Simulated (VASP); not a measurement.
SiO:

```
CELL_PARAMETERS angstrom
2.80697 0.00000 0.00000
0.00000 2.80697 0.00000
0.00000 0.00000 2.80697
ATOMIC_POSITIONS crystal
Si 0.00000 0.00000 0.00000
O 0.50000 0.50000 0.50000
```

* Program: VASP 6.6.1
* Task: relaxation of cell and atoms
* Functional: B3LYP
* Potentials or basis: VASP PAW PBE potentials, release 64 (Si, O)
* Cutoff: 600 eV
* k mesh: 5 × 5 × 5
* Occupations: fermi-dirac, width 0.05 eV
* Spin: no spin polarisation

At the start: pressure 6.3 GPa; volume 11.06 Å³/atom.

Task: How do energy, volume and symmetry change on relaxing?

Result: Over 3 steps the energy falls by 10.0 meV/atom and the volume is 11.59 Å³/atom (+4.8 %); space group Pm-3m (No. 221, to 0.1 Å) before and after.

Step by step:
```tsv
step	energy change (eV)	largest force (eV/Å)	pressure (GPa)	volume (Å³)
1	0.0000	0.0000	6.29	22.12
2	-0.0179	0.0000	-1.82	23.54
3	-0.0200	0.0000	-0.02	23.17
```

Final structure:
```
Si O
1.0
     2.85102    0.00000    0.00000
     0.00000    2.85102    0.00000
     0.00000    0.00000    2.85102
Si O
1 1
Direct
  0.00000 0.00000 0.00000
  0.50000 0.50000 0.50000
```

Caveat: the k points lie up to 0.44 Å⁻¹ apart in the final cell; the PAW data sets were made with another functional, which shifts forces and pressure a little.
